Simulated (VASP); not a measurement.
A run of VASP 6.6.1 is set up as follows.

Contents of INCAR:

```
ALGO = Normal ; EDIFF = 1E-6
ENCUT = 520 ; GGA = CA
ISIF = 2 ; ISMEAR = 0
LASPH = T ; LCHARG = T
LELF = T ; LREAL = F
LVHAR = T ; LWAVE = F
NBANDS = 11 ; NELM = 80
PREC = Accurate ; SIGMA = 0.01
```

Contents of KPOINTS:

```
k-points
0
Gamma
  10 10 10
```

Contents of POSCAR:

```
AlN
1.0
    0.0000000000      2.1678255654      2.1678255654
    2.1678255654      0.0000000000      2.1678255654
    2.1678255654      2.1678255654      0.0000000000
Al N
1 1
Direct
    0.0000000000      0.0000000000      0.0000000000
    0.2500000000      0.2500000000      0.2500000000
```

Potentials or basis: VASP PAW LDA potentials, release 64 (Al, N).

The run is started by

```console
$ cat potpaw_LDA.64/Al/POTCAR potpaw_LDA.64/N/POTCAR > POTCAR
$ mpirun -np 1 vasp_std > vasp.out
```

Task: What does it give for the pressure?

Result: 1.6 GPa.

Task: Predict the band gap on the k mesh.

Result: 3.23 eV, indirect (least direct gap 4.43 eV).

A k mesh can miss the band edges.
